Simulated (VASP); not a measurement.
# Ge2Sb2Te5 (P-3m1) in VASP: single point with LDA

Aim: the single point of Ge2Sb2Te5 with LDA.

Program: VASP 6.6.1. These are calculated values, not measurements. Logs are shortened: lines on timing, memory, paths and dates and some standing lists are left out, and cuts for length are marked.

## (1) The cell of the first run

It takes space group P-3m1 (No. 164, trigonal). Conventional cell: a = 4.174 Å, b = 4.174 Å, c = 16.914 Å, α = 90.00°, β = 90.00°, γ = 120.00°. Within 4.2 Å of Te (site symmetry -3m) lie 6 Sb at 3.12 Å and 6 Te at 4.17 Å. Te (site symmetry 3m) has 3 Sb at 2.97 Å and 3 Ge at 3.14 Å within 3.9 Å. Te (site symmetry 3m) has 3 Ge at 2.79 Å and 3 Te at 3.57 Å within 3.7 Å. Sb (site symmetry 3m) has 6 Te at 2.97 to 3.12 Å within 3.9 Å. Ge (site symmetry 3m) has 6 Te at 2.79 to 3.14 Å within 3.7 Å.

## (2) Single point, LDA

Contents of INCAR:

```
SYSTEM = Ge2Sb2Te5
PREC     = Accurate       ! precision mode
ENCUT    = 520            ! plane-wave cutoff, eV
EDIFF    = 1E-6           ! SCF threshold, eV
ISMEAR   = 0              ! smearing method
SIGMA    = 0.03           ! smearing width, eV
LREAL    = .False.        ! projectors in reciprocal space
LASPH    = .True.         ! aspherical terms in the spheres
NELM     = 60             ! most SCF steps
ALGO     = Normal         ! electronic algorithm
ISIF     = 2              ! what is computed and relaxed
LWAVE    = .False.        ! write WAVECAR
LCHARG   = .False.        ! write CHGCAR
GGA      = CA             ! functional
NBANDS   = 44             ! bands
```

Contents of KPOINTS:

```
Automatic mesh
0
Gamma
  10 10 2
  0 0 0
```

Contents of POSCAR:

```
Ge2Sb2Te5
1.0
    4.1739458546      0.0000000000      0.0000000000
   -2.0869729273      3.6147431441      0.0000000000
    0.0000000000      0.0000000000     16.9137660750
Te Sb Ge
5 2 2
Direct
    0.0000000000      0.0000000000      0.0000000000
    0.6666666667      0.3333333333      0.2202163761
    0.3333333333      0.6666666667      0.4219519983
    0.6666666667      0.3333333333      0.5780480017
    0.3333333333      0.6666666667      0.7797836239
    0.3333333333      0.6666666667      0.1173107851
    0.6666666667      0.3333333333      0.8826892149
    0.0000000000      0.0000000000      0.3389373765
    0.0000000000      0.0000000000      0.6610626235
```

Potentials or basis: VASP PAW LDA potentials, release 64 (Te, Sb, Ge_d).

Launch:

```bash
cat potpaw_LDA.64/Te/POTCAR potpaw_LDA.64/Sb/POTCAR potpaw_LDA.64/Ge_d/POTCAR > POTCAR
mpirun -np 1 vasp_std > vasp.out
```

OUTCAR:

```text
SYSTEM = Ge2Sb2Te5
   PREC = Accurate
   ENCUT = 520
   EDIFF = 1E-6
   ISMEAR = 0
   LREAL = .False.
   LASPH = .True.
   NELM = 60
   ISIF = 2
   GGA = CA

 ion  position               nearest neighbor table
   1  0.000  0.000  0.000-   6 3.12   7 3.12   6 3.12   7 3.12   7 3.12   6 3.12
   2  0.667  0.333  0.220-   6 2.97   6 2.97   6 2.97   8 3.14   8 3.14   8 3.14
   3  0.333  0.667  0.422-   8 2.79   8 2.79   8 2.79   4 3.57   4 3.57   4 3.57
   4  0.667  0.333  0.578-   9 2.79   9 2.79   9 2.79   3 3.57   3 3.57   3 3.57
   5  0.333  0.667  0.780-   7 2.97   7 2.97   7 2.97   9 3.14   9 3.14   9 3.14
   6  0.333  0.667  0.117-   2 2.97   2 2.97   2 2.97   1 3.12   1 3.12   1 3.12
   7  0.667  0.333  0.883-   5 2.97   5 2.97   5 2.97   1 3.12   1 3.12   1 3.12
   8  0.000  0.000  0.339-   3 2.79   3 2.79   3 2.79   2 3.14   2 3.14   2 3.14
   9  0.000  0.000  0.661-   4 2.79   4 2.79   4 2.79   5 3.14   5 3.14   5 3.14

  LATTYP: Found a hexagonal cell.
 ALAT       =     4.1739458546
 C/A-ratio  =     4.0522246009

  Lattice vectors:

 A1 = (   4.1739458546,   0.0000000000,   0.0000000000)
 A2 = (  -2.0869729273,   3.6147431441,   0.0000000000)
 A3 = (   0.0000000000,   0.0000000000,  16.9137660750)

Analysis of symmetry for initial positions (statically):
=====================================================================
 Subroutine PRICEL returns:
 Original cell was already a primitive cell.

 Routine SETGRP: Setting up the symmetry group for a
 hexagonal supercell.

 Subroutine GETGRP returns: Found 12 space group operations
 (whereof 12 operations were pure point group operations)
 out of a pool of 24 trial point group operations.

The static configuration has the point symmetry D_3d.

Analysis of symmetry for dynamics (positions and initial velocities):
=====================================================================
 Subroutine PRICEL returns:
 Original cell was already a primitive cell.

 Routine SETGRP: Setting up the symmetry group for a
 hexagonal supercell.

 Subroutine GETGRP returns: Found 12 space group operations
 (whereof 12 operations were pure point group operations)
 out of a pool of 24 trial point group operations.

The dynamic configuration has the point symmetry D_3d.

 Subroutine INISYM returns: Found 12 space group operations
 (whereof 12 operations are pure point group operations),
 and found     1 'primitive' translations

----------------------------------------------------------------------------------------
[... 116 lines left out ...]
   TEBEG  =    0.0;   TEEND  =   0.0 temperature during run
   PSTRESS=    0.0 pullay stress
   NELECT =      68.0000    total number of electrons
   NUPDOWN=      -1.0000    fix difference up-down
   EMIN   =  10.00;   EMAX   =-10.00  energy-range for DOS
   EFERMI =   0.00;   METHOD = LEGACY
   ISMEAR =     0;   SIGMA  =   0.03  broadening in eV -4-tet -1-fermi 0-gaus
   EFERMI_NEDOS =   21; number of points for ismear=-14 and -15
   IALGO  =     38    algorithm
   IMIX   =      4    mixing-type and parameters
     AMIX     =   0.40;   BMIX     =  1.00
     AMIX_MAG =   1.60;   BMIX_MAG =  1.00
  volume/ion in A,a.u.               =      28.35       191.35
  Fermi-wavevector in a.u.,A,eV,Ry     =   1.053472  1.990773 15.099786  1.109803
  Thomas-Fermi vector in A             =   2.188595
   LORBIT       =      0    0 simple, 1 ext, 2 COOP (PROOUT), +10 PAW based schemes
   GGA     = CA    functional components
   LHFCALC =     F    Hartree Fock is set to
   AEXX    =    0.0000 exact exchange contribution
   IVDW    =     0    specifies the selected vdW correction
   LEPSILON=     F    determine dielectric tensor
   LRPA    =     F    only Hartree local field effects (RPA)
 non-spin polarized calculation
 Gauss-broadening in eV      SIGMA  =   0.03
  energy-cutoff  :      520.00
  volume of cell :      255.19
 maximum number of plane-waves:      6902
 NGX is ok and might be reduce to    32
   NGX = 15   NGY = 15   NGZ = 63

 number of electron      68.0000016 magnetization

 Free energy of the ion-electron system (eV)
  ---------------------------------------------------
  ext. energy  EPLUGINS =         0.00000000
  ---------------------------------------------------
  free energy    TOTEN  =       -39.79101188 eV

  energy without entropy =      -39.79048397  energy(sigma->0) =      -39.79074792

 E-fermi :   6.9836     XC(G=0):  -9.9445

 val. band max:        6.9594241136   @ k =   0.1000  -0.0000   0.0000
 cond. band min:       7.0049966036   @ k =   0.5000  -0.0000   0.5000
 fundamental gap:      0.0455724900
 Fermi energy:         6.9835976161

 k-point     1 :       0.0000    0.0000    0.0000
  band No.  band energies     occupation
      1     -17.9575      2.00000
      2     -17.9575      2.00000
      3     -17.9575      2.00000
      4     -17.9575      2.00000
      5     -17.9435      2.00000
      6     -17.9435      2.00000
[... 1117 lines left out ...]
     43      10.5156      0.00000
     44      10.6315      0.00000

 [... further k-points ...]

------------------------ aborting loop because EDIFF is reached ----------------------------------------

  FORCE on cell =-STRESS in cart. coord.  units (eV):
  Direction    XX          YY          ZZ          XY          YZ          ZX
  --------------------------------------------------------------------------------------
  -------------------------------------------------------------------------------------
  Total        0.3399236      0.3399236      0.2868849      0.0000000      0.0000000      0.0000000
  in kB        2.1341619      2.1341619      1.8011658      0.0000000      0.0000000      0.0000000
  external PRESSURE =       2.0231632 kB  Pullay stress =       0.0000000 kB

 VOLUME and BASIS-vectors are now :
 -----------------------------------------------------------------------------
  energy-cutoff  :      520.00
  volume of cell :      255.19
      direct lattice vectors                 reciprocal lattice vectors
     4.173945855  0.000000000  0.000000000     0.239581450  0.138322415  0.000000000
    -2.086972927  3.614743144  0.000000000     0.000000000  0.276644829  0.000000000
     0.000000000  0.000000000 16.913766075     0.000000000  0.000000000  0.059123438

 POSITION                                       TOTAL-FORCE (eV/Angst)
 -----------------------------------------------------------------------------------
      0.00000      0.00000      0.00000        -0.000000      0.000000      0.000000
      2.08697      1.20491      3.72469         0.000000      0.000000      0.050748
     -0.00000      2.40983      7.13680         0.000000      0.000000      0.024972
      2.08697      1.20491      9.77697        -0.000000      0.000000     -0.024972
     -0.00000      2.40983     13.18908        -0.000000     -0.000000     -0.050748
     -0.00000      2.40983      1.98417         0.000000     -0.000000     -0.030176
      2.08697      1.20491     14.92960         0.000000      0.000000      0.030176
      0.00000      0.00000      5.73271        -0.000000      0.000000     -0.024809
      0.00000      0.00000     11.18106         0.000000     -0.000000      0.024809
 -----------------------------------------------------------------------------------
    total drift:                               -0.000000     -0.000000      0.000000

  FREE ENERGIE OF THE ION-ELECTRON SYSTEM (eV)
  ---------------------------------------------------
  free  energy   TOTEN  =       -39.7910118751 eV

  energy  without entropy=      -39.7904839666  energy(sigma->0) =      -39.79074792
```

Wall time 6.5 min (1 thread of AMD EPYC 7R13 (Zen 3), shared host); peak memory 0.42 GiB.

Results:

| Property | Result |
| --- | --- |
| Free energy | -39.7910 eV |
| Pressure | 0.2 GPa |
| Largest force | 0.051 eV/Å |
| Band gap on the k mesh | 0.05 eV (least direct gap 0.07 eV) |

Forces on the atoms (eV/Å):
```
Te   0.000  0.000  0.000
Te   0.000  0.000  0.051
Te   0.000  0.000  0.025
Te   0.000  0.000 -0.025
Te   0.000  0.000 -0.051
Sb   0.000  0.000 -0.030
Sb   0.000  0.000  0.030
Ge   0.000  0.000 -0.025
Ge   0.000  0.000  0.025
```

Levels at points of the mesh, in eV from the valence-band top:
```tsv
k point	band 31	band 32	band 33	band 34	band 35	band 36	band 37	band 38
(0.00, 0.00, 0.00)	-1.41	-1.24	-0.93	-0.03	0.05	0.05	0.66	1.02
(0.50, 0.00, 0.00)	-1.97	-1.88	-1.15	-1.04	0.26	0.66	0.68	1.52
(0.00, 0.00, 0.50)	-1.49	-1.49	-0.85	-0.04	0.11	0.11	0.69	0.86
(0.50, 0.00, 0.50)	-2.31	-2.03	-1.65	-0.39	0.05	0.42	1.10	1.69
```

Caveat: spin-orbit coupling is left out, which moves the levels of the heavy elements.
